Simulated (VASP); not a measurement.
# SnO2 in VASP: further runs

The runs below take SnO2 through single point, relaxation of cell and atoms, with PBEsol.

Everything below comes from runs of VASP 6.6.1. Logs are shortened: lines on timing, memory, paths and dates and some standing lists are left out, and cuts for length are marked.

### Step 1. The cell of the first run

The typed cell holds 6 atoms: a = 4.769 Å, b = 4.770 Å, c = 3.212 Å, α = 90.00°, β = 90.00°, γ = 90.00°.

### Step 2. Single point, PBEsol

Input file INCAR:

```
SYSTEM = SnO2
  PREC = Accurate
  ENCUT = 520
  EDIFF = 1E-7
  ISMEAR = 0
  SIGMA = 0.02
  LREAL = .FALSE.
  LASPH = .TRUE.
  NELM = 100
  ALGO = Normal
  ISIF = 2
  LWAVE = .FALSE.
  LCHARG = .FALSE.
  GGA = PS
  NBANDS = 35
```

Input file KPOINTS:

```
regular mesh
0
G
  6 6 8
  0 0 0
```

Input file POSCAR:

```
SnO2
1.0
    4.7686576438      0.0000000000      0.0000000000
    0.0000000000      4.7700658055      0.0000000000
    0.0000000000      0.0000000000      3.2119791413
Sn O
2 4
Direct
    0.5000000000      0.5000000000      0.5000000000
    0.0000000000      0.0000000000      0.0000000000
    0.3062100025      0.3063470845      0.0000000000
    0.8062100025      0.1936529155      0.5000000000
    0.1937899975      0.8063470845      0.5000000000
    0.6937899975      0.6936529155      0.0000000000
```

Potentials or basis: VASP PAW PBE potentials, release 64 (Sn_d, O).

The run is started by

```
$ cat potpaw_PBE.64/Sn_d/POTCAR potpaw_PBE.64/O/POTCAR > POTCAR
$ mpirun -np 1 vasp_std > vasp.out
```

OUTCAR:

```text
SYSTEM = SnO2
   PREC = Accurate
   ENCUT = 520
   EDIFF = 1E-7
   ISMEAR = 0
   LREAL = .FALSE.
   LASPH = .TRUE.
   NELM = 100
   ISIF = 2
   GGA = PS

 ion  position               nearest neighbor table
   1  0.500  0.500  0.500-   4 2.07   5 2.07   3 2.07   6 2.07   3 2.07   6 2.07   2 3.74   2 3.74
                             2 3.74   2 3.74   2 3.74   2 3.74   2 3.74   2 3.74
   2  0.000  0.000  0.000-   3 2.07   6 2.07   5 2.07   4 2.07   4 2.07   5 2.07   1 3.74   1 3.74
                             1 3.74   1 3.74   1 3.74   1 3.74   1 3.74   1 3.74
   3  0.306  0.306  0.000-   2 2.07   1 2.07   1 2.07
   4  0.806  0.194  0.500-   1 2.07   2 2.07   2 2.07
   5  0.194  0.806  0.500-   1 2.07   2 2.07   2 2.07
   6  0.694  0.694  0.000-   2 2.07   1 2.07   1 2.07

  LATTYP: Found a simple orthorhombic cell.
 ALAT       =     3.2119791413
 B/A-ratio  =     1.4846477620
 C/A-ratio  =     1.4850861714

  Lattice vectors:

 A1 = (   0.0000000000,   0.0000000000,   3.2119791413)
 A2 = (   4.7686576438,   0.0000000000,   0.0000000000)
 A3 = (   0.0000000000,   4.7700658055,   0.0000000000)

Analysis of symmetry for initial positions (statically):
=====================================================================
 Subroutine PRICEL returns:
 Original cell was already a primitive cell.

 Routine SETGRP: Setting up the symmetry group for a
 simple orthorhombic supercell.

 Subroutine GETGRP returns: Found  8 space group operations
 (whereof  4 operations were pure point group operations)
 out of a pool of  8 trial point group operations.

The static configuration has the point symmetry C_2h.
 The point group associated with its full space group is D_2h.

Analysis of symmetry for dynamics (positions and initial velocities):
=====================================================================
 Subroutine PRICEL returns:
 Original cell was already a primitive cell.

 Routine SETGRP: Setting up the symmetry group for a
 simple orthorhombic supercell.

 Subroutine GETGRP returns: Found  8 space group operations
 (whereof  4 operations were pure point group operations)
 out of a pool of  8 trial point group operations.

The dynamic configuration has the point symmetry C_2h.
 The point group associated with its full space group is D_2h.

 Subroutine INISYM returns: Found  8 space group operations
 (whereof  4 operations are pure point group operations),
 and found     1 'primitive' translations

----------------------------------------------------------------------------------------

                                     Primitive cell

  volume of cell :      73.0623

  direct lattice vectors                    reciprocal lattice vectors
     4.768657644  0.000000000  0.000000000     0.209702620  0.000000000  0.000000000
     0.000000000  4.770065805  0.000000000     0.000000000  0.209640714  0.000000000
     0.000000000  0.000000000  3.211979141     0.000000000  0.000000000  0.311334525

  length of vectors
     4.768657644  4.770065805  3.211979141     0.209702620  0.209640714  0.311334525

  position of ions in fractional coordinates (direct lattice)
     0.500000000  0.500000000  0.500000000
     0.000000000  0.000000000  0.000000000
     0.306210003  0.306347084  0.000000000
     0.806210003  0.193652916  0.500000000
     0.193789997  0.806347084  0.500000000
     0.693789997  0.693652916  0.000000000

  ion indices of the primitive-cell ions
   primitive index   ion index
                 1           1
                 2           2
                 3           3
                 4           4
                 5           5
                 6           6

----------------------------------------------------------------------------------------

 KPOINTS: regular mesh

Automatic generation of k-mesh.
 Grid dimensions read from file:
 generate k-points for:    6    6    8

 Generating k-lattice:

  Cartesian coordinates                     Fractional coordinates (reciprocal lattice)
     0.034950437  0.000000000  0.000000000     0.166666667  0.000000000  0.000000000
     0.000000000  0.034940119  0.000000000     0.000000000  0.166666667  0.000000000
     0.000000000  0.000000000  0.038916816     0.000000000  0.000000000  0.125000000

  Length of vectors
     0.034950437  0.034940119  0.038916816

  Shift w.r.t. Gamma in fractional coordinates (k-lattice)
     0.000000000  0.000000000  0.000000000

 Subroutine IBZKPT returns following result:
 ===========================================

 Found     80 irreducible k-points:

 Following reciprocal coordinates:
            Coordinates               Weight
  0.000000  0.000000  0.000000      1.000000
  0.166667  0.000000  0.000000      2.000000
  0.333333  0.000000  0.000000      2.000000
  0.500000  0.000000  0.000000      1.000000
  0.000000  0.166667  0.000000      2.000000
  0.166667  0.166667  0.000000      4.000000
[... 16 lines left out ...]
  0.333333  0.166667  0.125000      8.000000
  0.500000  0.166667  0.125000      4.000000
 [... further k-points ...]
   k-points           NKPTS =     80   k-points in BZ     NKDIM =     80   number of bands    NBANDS=     35
   number of dos      NEDOS =    301   number of ions     NIONS =      6
   total plane-waves  NPLWV =  31104
   dimension x,y,z NGX =    36 NGY =   36 NGZ =   24
   dimension x,y,z NGXF=    72 NGYF=   72 NGZF=   48
   ions per type =               2   4
   NGX,Y,Z   is equivalent  to a cutoff of  12.55, 12.55, 12.42 a.u.
   NGXF,Y,Z  is equivalent  to a cutoff of  25.10, 25.09, 24.84 a.u.
 SYSTEM =  SnO2
   PREC   = accura    normal or accurate (medium, high low for compatibility)
   ISTART =      0    job   : 0-new  1-cont  2-samecut
   ICHARG =      2    charge: 1-file 2-atom 10-const
   ISPIN  =      1    spin polarized calculation?
   LNONCOLLINEAR =      F non collinear calculations
   LSORBIT =      F    spin-orbit coupling
   LASPH  =      T    aspherical Exc in radial PAW
   ENCUT  =  520.0 eV  38.22 Ry    6.18 a.u.   8.87  8.87  5.97*2*pi/ulx,y,z
   NELM   =    100;   NELMIN=  2; NELMDL= -5     # of ELM steps
   EDIFF  = 0.1E-06   stopping-criterion for ELM
   LREAL  =      F    real-space projection
   EDIFFG = 0.1E-05   stopping-criterion for IOM
   NSW    =      0    number of steps for IOM
   IBRION =     -1    ionic relax: 0-MD 1-quasi-New 2-CG
   NFREE  =      0    steps in history (QN), initial steepest desc. (CG)
   ISIF   =      2    stress and relaxation
   ISYM   =      2    0-nonsym 1-usesym 2-fastsym
   POTIM  = 0.5000    time-step for ionic-motion
   TEBEG  =    0.0;   TEEND  =   0.0 temperature during run
   PSTRESS=    0.0 pullay stress
   NELECT =      52.0000    total number of electrons
   NUPDOWN=      -1.0000    fix difference up-down
   EMIN   =  10.00;   EMAX   =-10.00  energy-range for DOS
   EFERMI =   0.00;   METHOD = LEGACY
   ISMEAR =     0;   SIGMA  =   0.02  broadening in eV -4-tet -1-fermi 0-gaus
   EFERMI_NEDOS =   21; number of points for ismear=-14 and -15
   IALGO  =     38    algorithm
   IMIX   =      4    mixing-type and parameters
     AMIX     =   0.40;   BMIX     =  1.00
     AMIX_MAG =   1.60;   BMIX_MAG =  1.00
  volume/ion in A,a.u.               =      12.18        82.17
  Fermi-wavevector in a.u.,A,eV,Ry     =   1.461655  2.762127 29.067966  2.136435
  Thomas-Fermi vector in A             =   2.577961
   LORBIT       =      0    0 simple, 1 ext, 2 COOP (PROOUT), +10 PAW based schemes
   GGA     = PS    functional components
   LHFCALC =     F    Hartree Fock is set to
   AEXX    =    0.0000 exact exchange contribution
   IVDW    =     0    specifies the selected vdW correction
   LEPSILON=     F    determine dielectric tensor
   LRPA    =     F    only Hartree local field effects (RPA)
 non-spin polarized calculation
 Gauss-broadening in eV      SIGMA  =   0.02
  energy-cutoff  :      520.00
  volume of cell :       73.06
 maximum number of plane-waves:      1994
 NGX is ok and might be reduce to    36
   NGX = 17   NGY = 17   NGZ = 11

 number of electron      52.0000008 magnetization

 Free energy of the ion-electron system (eV)
  ---------------------------------------------------
  ext. energy  EPLUGINS =         0.00000000
  ---------------------------------------------------
  free energy    TOTEN  =       -39.66994801 eV

  energy without entropy =      -39.66994801  energy(sigma->0) =      -39.66994801

 E-fermi :   5.9229     XC(G=0): -11.4249

 val. band max:        5.7749607110   @ k =   0.0000   0.0000   0.0000
 cond. band min:       6.6879471322   @ k =   0.0000   0.0000   0.0000
 fundamental gap:      0.9129864211
 Fermi energy:         5.9229353483

 k-point     1 :       0.0000    0.0000    0.0000
  band No.  band energies     occupation
      1     -15.2282      2.00000
      2     -14.4792      2.00000
      3     -14.2354      2.00000
      4     -14.2103      2.00000
      5     -14.2103      2.00000
      6     -14.1412      2.00000
[... 27 lines left out ...]
     34      17.5392      0.00000
     35      18.0869      0.00000

 k-point     2 :       0.1667    0.0000    0.0000
  band No.  band energies     occupation
      1     -15.1870      2.00000
      2     -14.5260      2.00000
      3     -14.2352      2.00000
      4     -14.2085      2.00000
      5     -14.2084      2.00000
      6     -14.1757      2.00000
[... 27 lines left out ...]
     34      17.5590      0.00000
     35      18.0544      0.00000

 k-point     3 :       0.3333    0.0000    0.0000
  band No.  band energies     occupation
      1     -15.0673      2.00000
      2     -14.6787      2.00000
      3     -14.2342      2.00000
      4     -14.2171      2.00000
      5     -14.2048      2.00000
      6     -14.2046      2.00000
[... 27 lines left out ...]
     34      17.7297      0.00000
     35      18.0093      0.00000
[... 723 lines left out ...]
 k-point    23 :       0.3333    0.1667    0.1250
  band No.  band energies     occupation
      1     -15.0029      2.00000
      2     -14.6970      2.00000
      3     -14.3524      2.00000
      4     -14.3438      2.00000
      5     -14.1914      2.00000
      6     -14.1537      2.00000
[... 27 lines left out ...]
     34      17.7629      0.00000
     35      17.9317      0.00000

 k-point    24 :       0.5000    0.1667    0.1250
  band No.  band energies     occupation
      1     -14.8642      2.00000
      2     -14.8642      2.00000
      3     -14.3491      2.00000
      4     -14.3491      2.00000
      5     -14.1729      2.00000
      6     -14.1729      2.00000
[... 27 lines left out ...]
     34      17.8465      0.00000
     35      17.9636      0.00000

 [... further k-points ...]
[... 5 lines left out ...]
  --------------------------------------------------------------------------------------
  -------------------------------------------------------------------------------------
  Total        0.2452010      0.2369525      0.3885189      0.0000000      0.0000000      0.0000000
  in kB        5.3769937      5.1961135      8.5198016      0.0000000      0.0000000      0.0000000
  external PRESSURE =       6.3643029 kB  Pullay stress =       0.0000000 kB

 VOLUME and BASIS-vectors are now :
 -----------------------------------------------------------------------------
  energy-cutoff  :      520.00
  volume of cell :       73.06
      direct lattice vectors                 reciprocal lattice vectors
     4.768657644  0.000000000  0.000000000     0.209702620  0.000000000  0.000000000
     0.000000000  4.770065805  0.000000000     0.000000000  0.209640714  0.000000000
     0.000000000  0.000000000  3.211979141     0.000000000  0.000000000  0.311334525

 POSITION                                       TOTAL-FORCE (eV/Angst)
 -----------------------------------------------------------------------------------
      2.38433      2.38503      1.60599         0.000000     -0.000000      0.000000
      0.00000      0.00000      0.00000         0.000000     -0.000000      0.000000
      1.46021      1.46130      0.00000        -0.010895     -0.010998      0.000000
      3.84454      0.92374      1.60599        -0.010895      0.010998      0.000000
      0.92412      3.84633      1.60599         0.010895     -0.010998     -0.000000
      3.30845      3.30877      0.00000         0.010895      0.010998     -0.000000
 -----------------------------------------------------------------------------------
    total drift:                                0.000000      0.000000      0.000000

  FREE ENERGIE OF THE ION-ELECTRON SYSTEM (eV)
  ---------------------------------------------------
  free  energy   TOTEN  =       -39.6699480058 eV

  energy  without entropy=      -39.6699480058  energy(sigma->0) =      -39.66994801
```

Wall time 72 s (1 thread of Intel Xeon Platinum 8488C (Sapphire Rapids), shared host); peak memory 0.28 GiB.

What came out:

```yaml
Free_energy: -39.6699 eV
Pressure: 0.6 GPa
Largest_force: 0.015 eV/Å
Band_gap_on_the_k_mesh: 0.91 eV, direct
```

Forces in eV/Å, atoms in the order of the input:
```
Sn   0.000  0.000  0.000
Sn   0.000  0.000  0.000
O   -0.011 -0.011  0.000
O   -0.011  0.011  0.000
O    0.011 -0.011  0.000
O    0.011  0.011  0.000
```

Caveat: the PAW data sets were made with another functional, which shifts forces and pressure a little; spin-orbit coupling is left out, which moves the levels of the heavy elements.

[end of part 1 of 3]
